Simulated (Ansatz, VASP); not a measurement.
**Al3B2Sb in VASP and in Ansatz**

```
Al B Sb
1.0
     2.79588    0.00000    0.00000
     0.00000    5.32147    3.07270
     0.00000   -5.32147    3.07270
Al B Sb
3 2 1
Direct
  0.00000 0.46913 0.46913
  0.00000 0.53081 0.99997
  0.00000 0.99997 0.53081
  0.50000 0.66665 0.33330
  0.50000 0.33330 0.66665
  0.00000 0.99998 0.99998
```

Change from the starting cell: the structure that the rattled cell fell into.

Alike in both runs: functional PBE; k mesh 14 × 8 × 8; occupations gaussian, width 0.1 eV; no spin polarisation.

Ansatz relaxed the structure, and its values are those at the end. VASP's run is a single point on that final structure, the one shown.

|  | VASP | Ansatz |
| --- | --- | --- |
| version | VASP 6.6.1 | Ansatz 0.2.0 |
| potentials or method | VASP PAW PBE potentials, release 64 (Al, B, Sb), cutoff 520 eV | scalar-relativistic, plane waves, PAW |
| valence electrons in the cell | 20 | 30 |

```tsv
	VASP	Ansatz	Ansatz less VASP
gap on the k mesh at the Fermi level (eV)	none	none	-
pressure (GPa)	0.0	0.0	-0.04
```

A gap of «none» marks a metal or a gap that the smearing closes. With one functional, cell and mesh, what is left measures potentials, basis and numerics. VASP's potentials hold 20 valence electrons a cell and Ansatz's 30, so a difference there can come from the potentials and not from the codes.

Spin-orbit coupling is off throughout.
